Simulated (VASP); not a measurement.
# MgO (Fm-3m) in VASP: a series of runs, part 2 of 2

VASP 6.6.1. Earlier steps stand in the parts before.

### Step 3. Single point, PBE (volume scaled by 1.06)

The input, INCAR:

```
SYSTEM = MgO
PREC     = Accurate       ! precision mode
ENCUT    = 520            ! plane-wave cutoff, eV
EDIFF    = 1E-7           ! SCF threshold, eV
ISMEAR   = 0              ! smearing method
SIGMA    = 0.02           ! smearing width, eV
LREAL    = .False.        ! projectors in reciprocal space
LASPH    = .True.         ! aspherical terms in the spheres
NELM     = 60             ! most SCF steps
ALGO     = Normal         ! electronic algorithm
ISIF     = 2              ! what is computed and relaxed
LWAVE    = .False.        ! write WAVECAR
LCHARG   = .False.        ! write CHGCAR
GGA      = PE             ! functional
NBANDS   = 11             ! bands
```

The input, KPOINTS:

```
Automatic mesh
0
Gamma
  10 10 10
  0 0 0
```

The input, POSCAR:

```
MgO
1.0
    0.0000000000      2.1685658376      2.1685658376
    2.1685658376      0.0000000000      2.1685658376
    2.1685658376      2.1685658376      0.0000000000
Mg O
1 1
Direct
    0.0000000000      0.0000000000      0.0000000000
    0.5000000000      0.5000000000      0.5000000000
```

Potentials or basis: VASP PAW PBE potentials, release 64 (Mg, O).

Launch:

```bash
$ cat potpaw_PBE.64/Mg/POTCAR potpaw_PBE.64/O/POTCAR > POTCAR
$ mpirun -np 1 vasp_std > vasp.out
```

OUTCAR:

```text
SYSTEM = MgO
   PREC = Accurate
   ENCUT = 520
   EDIFF = 1E-7
   ISMEAR = 0
   LREAL = .False.
   LASPH = .True.
   NELM = 60
   ISIF = 2
   GGA = PE

 ion  position               nearest neighbor table
   1  0.000  0.000  0.000-   2 2.17   2 2.17   2 2.17   2 2.17   2 2.17   2 2.17
   2  0.500  0.500  0.500-   1 2.17   1 2.17   1 2.17   1 2.17   1 2.17   1 2.17

  LATTYP: Found a face centered cubic cell.
 ALAT       =     4.3371316752

  Lattice vectors:

 A1 = (   0.0000000000,   2.1685658376,   2.1685658376)
 A2 = (   2.1685658376,   0.0000000000,   2.1685658376)
 A3 = (   2.1685658376,   2.1685658376,   0.0000000000)

Analysis of symmetry for initial positions (statically):
=====================================================================
 Subroutine PRICEL returns:
 Original cell was already a primitive cell.

 Routine SETGRP: Setting up the symmetry group for a
 face centered cubic supercell.

 Subroutine GETGRP returns: Found 48 space group operations
 (whereof 48 operations were pure point group operations)
 out of a pool of 48 trial point group operations.

The static configuration has the point symmetry O_h .

Analysis of symmetry for dynamics (positions and initial velocities):
=====================================================================
 Subroutine PRICEL returns:
 Original cell was already a primitive cell.

 Routine SETGRP: Setting up the symmetry group for a
 face centered cubic supercell.

 Subroutine GETGRP returns: Found 48 space group operations
 (whereof 48 operations were pure point group operations)
 out of a pool of 48 trial point group operations.

The dynamic configuration has the point symmetry O_h .

 Subroutine INISYM returns: Found 48 space group operations
 (whereof 48 operations are pure point group operations),
 and found     1 'primitive' translations

----------------------------------------------------------------------------------------

                                     Primitive cell

  volume of cell :      20.3961

  direct lattice vectors                    reciprocal lattice vectors
     0.000000000  2.168565838  2.168565838    -0.230567129  0.230567129  0.230567129
     2.168565838  0.000000000  2.168565838     0.230567129 -0.230567129  0.230567129
     2.168565838  2.168565838  0.000000000     0.230567129  0.230567129 -0.230567129

  length of vectors
     3.066815218  3.066815218  3.066815218     0.399353983  0.399353983  0.399353983

  position of ions in fractional coordinates (direct lattice)
     0.000000000  0.000000000  0.000000000
     0.500000000  0.500000000  0.500000000

  ion indices of the primitive-cell ions
   primitive index   ion index
                 1           1
                 2           2

----------------------------------------------------------------------------------------

 KPOINTS: Automatic mesh

Automatic generation of k-mesh.
 Grid dimensions read from file:
 generate k-points for:   10   10   10

 Generating k-lattice:

  Cartesian coordinates                     Fractional coordinates (reciprocal lattice)
    -0.023056713  0.023056713  0.023056713     0.100000000  0.000000000  0.000000000
     0.023056713 -0.023056713  0.023056713     0.000000000  0.100000000  0.000000000
     0.023056713  0.023056713 -0.023056713     0.000000000  0.000000000  0.100000000

  Length of vectors
     0.039935398  0.039935398  0.039935398

  Shift w.r.t. Gamma in fractional coordinates (k-lattice)
     0.000000000  0.000000000  0.000000000

 Subroutine IBZKPT returns following result:
 ===========================================

 Found     47 irreducible k-points:

 Following reciprocal coordinates:
            Coordinates               Weight
  0.000000  0.000000  0.000000      1.000000
  0.100000  0.000000  0.000000      8.000000
  0.200000  0.000000  0.000000      8.000000
  0.300000  0.000000  0.000000      8.000000
  0.400000  0.000000  0.000000      8.000000
  0.500000  0.000000  0.000000      4.000000
[... 16 lines left out ...]
  0.300000  0.300000  0.000000      6.000000
  0.400000  0.300000  0.000000     24.000000
 [... further k-points ...]
   k-points           NKPTS =     47   k-points in BZ     NKDIM =     47   number of bands    NBANDS=     11
   number of dos      NEDOS =    301   number of ions     NIONS =      2
   total plane-waves  NPLWV =  13824
   dimension x,y,z NGX =    24 NGY =   24 NGZ =   24
   dimension x,y,z NGXF=    48 NGYF=   48 NGZF=   48
   ions per type =               1   1
   NGX,Y,Z   is equivalent  to a cutoff of  13.01, 13.01, 13.01 a.u.
   NGXF,Y,Z  is equivalent  to a cutoff of  26.02, 26.02, 26.02 a.u.
 SYSTEM =  MgO
   PREC   = accura    normal or accurate (medium, high low for compatibility)
   ISTART =      0    job   : 0-new  1-cont  2-samecut
   ICHARG =      2    charge: 1-file 2-atom 10-const
   ISPIN  =      1    spin polarized calculation?
   LNONCOLLINEAR =      F non collinear calculations
   LSORBIT =      F    spin-orbit coupling
   LASPH  =      T    aspherical Exc in radial PAW
   ENCUT  =  520.0 eV  38.22 Ry    6.18 a.u.   5.70  5.70  5.70*2*pi/ulx,y,z
   NELM   =     60;   NELMIN=  2; NELMDL= -5     # of ELM steps
   EDIFF  = 0.1E-06   stopping-criterion for ELM
   LREAL  =      F    real-space projection
   EDIFFG = 0.1E-05   stopping-criterion for IOM
   NSW    =      0    number of steps for IOM
   IBRION =     -1    ionic relax: 0-MD 1-quasi-New 2-CG
   NFREE  =      0    steps in history (QN), initial steepest desc. (CG)
   ISIF   =      2    stress and relaxation
   ISYM   =      2    0-nonsym 1-usesym 2-fastsym
   POTIM  = 0.5000    time-step for ionic-motion
   TEBEG  =    0.0;   TEEND  =   0.0 temperature during run
   PSTRESS=    0.0 pullay stress
   NELECT =       8.0000    total number of electrons
   NUPDOWN=      -1.0000    fix difference up-down
   EMIN   =  10.00;   EMAX   =-10.00  energy-range for DOS
   EFERMI =   0.00;   METHOD = LEGACY
   ISMEAR =     0;   SIGMA  =   0.02  broadening in eV -4-tet -1-fermi 0-gaus
   EFERMI_NEDOS =   21; number of points for ismear=-14 and -15
   IALGO  =     38    algorithm
   IMIX   =      4    mixing-type and parameters
     AMIX     =   0.40;   BMIX     =  1.00
     AMIX_MAG =   1.60;   BMIX_MAG =  1.00
  volume/ion in A,a.u.               =      10.20        68.82
  Fermi-wavevector in a.u.,A,eV,Ry     =   1.198364  2.264580 19.539016  1.436077
  Thomas-Fermi vector in A             =   2.334255
   LORBIT       =      0    0 simple, 1 ext, 2 COOP (PROOUT), +10 PAW based schemes
   GGA     = PE    functional components
   LHFCALC =     F    Hartree Fock is set to
   AEXX    =    0.0000 exact exchange contribution
   IVDW    =     0    specifies the selected vdW correction
   LEPSILON=     F    determine dielectric tensor
   LRPA    =     F    only Hartree local field effects (RPA)
 non-spin polarized calculation
 Gauss-broadening in eV      SIGMA  =   0.02
  energy-cutoff  :      520.00
  volume of cell :       20.40
 maximum number of plane-waves:       568
   NGX = 11   NGY = 11   NGZ = 11

 number of electron       7.9999996 magnetization

 Free energy of the ion-electron system (eV)
  ---------------------------------------------------
  ext. energy  EPLUGINS =         0.00000000
  ---------------------------------------------------
  free energy    TOTEN  =       -11.87866817 eV

  energy without entropy =      -11.87866817  energy(sigma->0) =      -11.87866817

 E-fermi :   2.6922     XC(G=0): -10.6704

 val. band max:        2.5587904630   @ k =   0.0000   0.0000   0.0000
 cond. band min:       6.4771573404   @ k =   0.0000   0.0000   0.0000
 fundamental gap:      3.9183668774
 Fermi energy:         2.6921748106

 k-point     1 :       0.0000    0.0000    0.0000
  band No.  band energies     occupation
      1     -14.2787      2.00000
      2       2.5588      2.00000
      3       2.5588      2.00000
      4       2.5588      2.00000
      5       6.4772      0.00000
      6      17.8585      0.00000
      7      17.8585      0.00000
      8      17.8585      0.00000
      9      21.5511      0.00000
     10      23.2259      0.00000
     11      23.2259      0.00000
[... 309 lines left out ...]
 k-point    24 :       0.4000    0.3000    0.0000
  band No.  band energies     occupation
      1     -13.2312      2.00000
      2      -0.7395      2.00000
      3       1.3779      2.00000
      4       1.5756      2.00000
      5      11.2664      0.00000
      6      12.4752      0.00000
      7      15.2493      0.00000
      8      19.6058      0.00000
      9      19.7995      0.00000
     10      26.3782      0.00000
     11      27.8225      0.00000

 [... further k-points ...]
[... 5 lines left out ...]
  --------------------------------------------------------------------------------------
  -------------------------------------------------------------------------------------
  Total       -1.0747842     -1.0747842     -1.0747842      0.0000000      0.0000000      0.0000000
  in kB      -84.4275154    -84.4275154    -84.4275154      0.0000000      0.0000000      0.0000000
  external PRESSURE =     -84.4275154 kB  Pullay stress =       0.0000000 kB

 VOLUME and BASIS-vectors are now :
 -----------------------------------------------------------------------------
  energy-cutoff  :      520.00
  volume of cell :       20.40
      direct lattice vectors                 reciprocal lattice vectors
     0.000000000  2.168565838  2.168565838    -0.230567129  0.230567129  0.230567129
     2.168565838  0.000000000  2.168565838     0.230567129 -0.230567129  0.230567129
     2.168565838  2.168565838  0.000000000     0.230567129  0.230567129 -0.230567129

 POSITION                                       TOTAL-FORCE (eV/Angst)
 -----------------------------------------------------------------------------------
      0.00000      0.00000      0.00000         0.000000      0.000000      0.000000
      2.16857      2.16857      2.16857        -0.000000     -0.000000     -0.000000
 -----------------------------------------------------------------------------------
    total drift:                               -0.000000     -0.000000      0.000000

  FREE ENERGIE OF THE ION-ELECTRON SYSTEM (eV)
  ---------------------------------------------------
  free  energy   TOTEN  =       -11.8786681667 eV

  energy  without entropy=      -11.8786681667  energy(sigma->0) =      -11.87866817
```

It took 3.6 s on 1 thread of Intel Xeon 6975P-C (Granite Rapids), shared host; peak memory 0.14 GiB.

What came out:

* Free energy: -11.8787 eV
* Pressure: -8.4 GPa
* Band gap on the k mesh: 3.92 eV, direct

Caveat: the cell differs from its parent crystal (volume scaled by 1.06).

### Step 4. Single point, PBE (volume scaled by 1.10)

The input, INCAR:

```
SYSTEM = MgO
ALGO = Normal
EDIFF = 1E-6
ENCUT = 520
GGA = PE
ISIF = 2
ISMEAR = 0
LASPH = .True.
LCHARG = .True.
LELF = .True.
LREAL = .False.
LVHAR = .True.
LWAVE = .False.
NBANDS = 11
NELM = 80
PREC = Accurate
SIGMA = 0.02
```

The input, KPOINTS:

```
k-points
0
Gamma
  10 10 10
  0 0 0
```

The input, POSCAR:

```
MgO
1.0
    0.0000000000      2.1955072985      2.1955072985
    2.1955072985      0.0000000000      2.1955072985
    2.1955072985      2.1955072985      0.0000000000
Mg O
1 1
Direct
    0.0000000000      0.0000000000      0.0000000000
    0.5000000000      0.5000000000      0.5000000000
```

Launch:

```bash
$ cat potpaw_PBE.64/Mg/POTCAR potpaw_PBE.64/O/POTCAR > POTCAR
$ mpirun -np 1 vasp_std > vasp.out
```

It took 3.7 s on 1 thread of Intel Xeon 6975P-C (Granite Rapids), shared host; peak memory 0.14 GiB.

It converged, with:

```
Free energy            : -11.8292 eV
Pressure               : -12.4 GPa
Band gap on the k mesh : 3.60 eV, direct
```

Levels at points of the mesh, in eV from the valence-band top:
| k point | band 2 | band 3 | band 4 | band 5 | band 6 | band 7 |
| --- | --- | --- | --- | --- | --- | --- |
| (0.00, 0.00, 0.00) | 0.00 | 0.00 | 0.00 | 3.60 | 15.09 | 15.09 |
| (0.50, 0.00, 0.00) | -4.10 | -0.53 | -0.53 | 7.13 | 11.22 | 15.06 |
| (0.50, 0.50, 0.00) | -3.60 | -1.18 | -1.18 | 8.67 | 8.94 | 11.83 |

Caveat: the cell differs from its parent crystal (volume scaled by 1.10).

### Step 5. Single point, PBE

This run uses another cell than the first one: it holds 4 atoms, not 2.

The input, INCAR:

```
PREC = Accurate
ENCUT = 520
EDIFF = 1E-7
ISMEAR = 0
SIGMA = 0.05
LREAL = False
LASPH = True
NELM = 60
ALGO = Normal
ISIF = 2
LWAVE = False
LCHARG = True
GGA = PE
LELF = True
LVHAR = True
NBANDS = 16
```

The input, KPOINTS:

```
Automatic mesh
0
Gamma
  8 8 8
```

The input, POSCAR:

```
MgO
1.0
    3.0078233108      0.0000000000      0.0000000000
    0.0000000000      3.0078233108      0.0000000000
    0.0000000000      0.0000000000      4.2537045194
Mg O
2 2
Direct
    0.0000000000      0.0000000000      0.0000000000
    0.5000000000      0.5000000000      0.5000000000
    0.0000000000      0.0000000000      0.5000000000
    0.5000000000      0.5000000000      0.0000000000
```

Launch:

```bash
$ cat potpaw_PBE.64/Mg/POTCAR potpaw_PBE.64/O/POTCAR > POTCAR
$ mpirun -np 1 vasp_std > vasp.out
```

It took 35 s on 1 thread of Intel Xeon Platinum 8488C (Sapphire Rapids), shared host; peak memory 0.17 GiB.

The run converged. Its results:

```
Free energy            : -23.8234 eV
Pressure               : -0.7 GPa
Band gap on the k mesh : 4.44 eV
```

Levels at points of the mesh, in eV from the valence-band top:
```
           k point  band 4  band 5  band 6  band 7  band 8  band 9  band 10  band 11  band 12  band 13
(0.00, 0.00, 0.00)   -1.31   -1.31    0.00    0.00    0.00    4.44     9.08     9.65    12.79    15.63
(0.50, 0.00, 0.00)   -3.41   -1.93   -1.93   -0.62   -0.62    9.21     9.21    11.60    11.60    13.68
(0.50, 0.50, 0.00)   -3.96   -1.31   -1.31   -1.31   -1.31    9.08     9.08     9.65     9.65    12.79
(0.00, 0.00, 0.50)   -2.57   -0.71   -0.71   -0.71   -0.71    7.77     7.77    11.09    11.09    15.16
(0.50, 0.00, 0.50)   -4.49   -0.62   -0.62   -0.62   -0.62    7.71     7.71    12.27    12.27    16.01
(0.50, 0.50, 0.50)   -2.86   -2.86   -2.86   -1.72   -1.72   11.45    11.45    11.45    11.45    11.81
```

### Step 6. Single point, PBE

This run uses another cell than the first one, of 9.62 Å³/atom, 0.971 times its volume.

The input, INCAR:

```
PREC = Accurate
ENCUT = 520
EDIFF = 1E-7
ISMEAR = 0
SIGMA = 0.02
LREAL = False
LASPH = True
NELM = 80
ALGO = Normal
ISIF = 2
LWAVE = False
LCHARG = True
GGA = PE
LELF = True
LVHAR = True
NBANDS = 11
```

The input, KPOINTS:

```
Automatic mesh
0
Gamma
  10 10 10
```

The input, POSCAR:

```
MgO
1.0
    0.0000000000      2.1268522620      2.1268522620
    2.1268522620      0.0000000000      2.1268522620
    2.1268522620      2.1268522620      0.0000000000
Mg O
1 1
Direct
    0.0000000000      0.0000000000      0.0000000000
    0.5000000000      0.5000000000      0.5000000000
```

Potentials or basis: VASP PAW PBE potentials, release 64 (Mg, O).

Launch:

```bash
$ cat potpaw_PBE.64/Mg/POTCAR potpaw_PBE.64/O/POTCAR > POTCAR
$ mpirun -np 1 vasp_std > vasp.out
```

It took 6.4 s on 1 thread of Intel Xeon Platinum 8375C at 2.90GHz (Ice Lake), shared host; peak memory 0.14 GiB.

It converged, with:

```yaml
Free_energy: -11.9117 eV
Pressure: -0.7 GPa
Band_gap_on_the_k_mesh: 4.44 eV, direct
```

Levels at points of the mesh, in eV from the valence-band top:
```tsv
k point	band 1	band 2	band 3	band 4	band 5	band 6	band 7	band 8	band 9
(0.00, 0.00, 0.00)	-17.11	0.00	0.00	0.00	4.44	15.63	15.63	15.63	19.47
(0.50, 0.00, 0.00)	-15.90	-4.49	-0.62	-0.62	7.71	12.27	16.01	16.01	20.45
(0.50, 0.50, 0.00)	-15.66	-3.96	-1.31	-1.31	9.08	9.65	12.79	18.53	18.53
```

### Step 7. Overview

| cell | k mesh | smearing | gap on the mesh (eV) | pressure (GPa) |
| --- | --- | --- | --- | --- |
| a = 3.038 Å, angles 60.0°, 2 atoms | 10 × 10 × 10 | gaussian 0.02 eV | 4.17 | -4.9 |
| a = 3.067 Å, angles 60.0°, 2 atoms | 10 × 10 × 10 | gaussian 0.02 eV | 3.92 | -8.4 |
| a = 3.105 Å, angles 60.0°, 2 atoms | 10 × 10 × 10 | gaussian 0.02 eV | 3.60 | -12.4 |
| a = 3.008, b = 3.008, c = 4.254 Å, 4 atoms | 8 × 8 × 8 | gaussian 0.05 eV | 4.44 | -0.7 |
| a = 3.008 Å, angles 60.0°, 2 atoms | 10 × 10 × 10 | gaussian 0.02 eV | 4.44 | -0.7 |

Alike in all rows: task single point; level PBE; potentials or basis VASP PAW PBE potentials, release 64 (Mg, O); no spin polarisation; cutoff (eV) 520.

Absolute energies hang on the potentials; compare differences alone.

### Step 8. Against experiment

Step 5. A measured gap of MgO is 7.83 eV (quoted in “Electronic structure of alkaline earth and post-transition metal oxides”, 2009, arxiv:0908.1581); the calculated 4.44 eV misses it by -3.39 eV. The value is that of PBE on a finite k mesh, which can miss the band edges, without temperature or zero-point motion. Semilocal functionals fall short of measured gaps as a rule.

Step 6. A measured gap of MgO is 7.83 eV (quoted in “Electronic structure of alkaline earth and post-transition metal oxides”, 2009, arxiv:0908.1581); the calculated 4.44 eV misses it by -3.39 eV. The value is that of PBE, without temperature or zero-point motion. Semilocal functionals fall short of measured gaps as a rule.
